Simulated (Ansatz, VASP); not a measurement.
BaTiO3: VASP beside Ansatz

The input INCAR:

```
SYSTEM = BaTiO3
  PREC = Accurate
  ENCUT = 520
  EDIFF = 1E-7
  ISMEAR = 0
  SIGMA = 0.05
  LREAL = .FALSE.
  LASPH = .TRUE.
  NELM = 150
  ALGO = Normal
  ISIF = 2
  LWAVE = .FALSE.
  LCHARG = .TRUE.
  LMAXMIX = 4
  LDAU = .TRUE.
  LDAUTYPE = 2
  LDAUL = -1 2 -1
  LDAUU = 0 4 0
  LDAUJ = 0 0 0
  LDAUPRINT = 1
  GGA = PE
  LELF = .TRUE.
  LVHAR = .TRUE.
  NBANDS = 28
```

KPOINTS

```
Automatic mesh
0
G
  6 6 6
  0 0 0
```

The input POSCAR:

```
BaTiO3
1.0
    2.8174665038      1.6266650444      2.3460535783
   -2.8174665038      1.6266650444      2.3460535783
    0.0000000000     -3.2533300889      2.3460535783
Ba Ti O
1 1 3
Direct
    0.0026800181      0.0026800181      0.0026800181
    0.5127992509      0.5127992509      0.5127992509
    0.4903227049      0.4903227049      0.9825753212
    0.4903227049      0.9825753212      0.4903227049
    0.9825753212      0.4903227049      0.4903227049
```

Input for Ansatz:

```yaml
crystal:
  lattice:
    - [2.8174665038, 1.6266650444, 2.3460535783]
    - [-2.8174665038, 1.6266650444, 2.3460535783]
    - [0.0, -3.2533300889, 2.3460535783]
  atoms:
    - { symbol: Ba, position: [0.0026800181, 0.0026800181, 0.0026800181] }
    - { symbol: Ti, position: [0.5127992509, 0.5127992509, 0.5127992509] }
    - { symbol: O, position: [0.4903227049, 0.4903227049, 0.9825753212] }
    - { symbol: O, position: [0.4903227049, 0.9825753212, 0.4903227049] }
    - { symbol: O, position: [0.9825753212, 0.4903227049, 0.4903227049] }
basis:
  ecutwfc: 420
kpoints:
  mp_grid: { grid: [6, 6, 6] }
hamiltonian:
  xc: pbe
  hubbard: { sites: [{ species: Ti, l: d, u_eff: 4.0 }] }
scf:
  occupations: { method: gaussian, width: 0.05 }
output:
  forces: true
  stress: true
  eigenvalues: true
```

Change from the starting cell: strain -0.015 along x and y, +0.000 along z, atoms carried along.

Alike in both runs: task single point; functional PBE; k mesh 6 × 6 × 6; occupations gaussian, width 0.05 eV; no spin polarisation; Hubbard terms Ti d U = 4.0 eV.

|  | VASP | Ansatz |
| --- | --- | --- |
| version | VASP 6.6.1 | Ansatz 0.2.0 |
| potentials or method | VASP PAW PBE potentials, release 64 (Ba_sv, Ti_sv, O), cutoff 520 eV | scalar-relativistic, plane waves, PAW |
| valence electrons in the cell | 40 | 40 |

```csv
,VASP,Ansatz,Ansatz less VASP
gap on the k mesh at the Fermi level (eV),2.71,2.74,+0.032
least direct gap on the mesh (eV),3.05,3.06,+0.014
pressure (GPa),9.1,5.2,-3.88
"traceless stress, the component that is largest in VASP (GPa)",-2.89,-2.52,+0.373
rms of the force components (eV/Å),0.358,0.119,-0.2389
```

The programs project onto different local orbitals, so the same U acts differently, and such runs can settle in different states. Atom by atom the forces differ by 0.241 eV/Å (rms over components).

Spin-orbit coupling is off throughout.
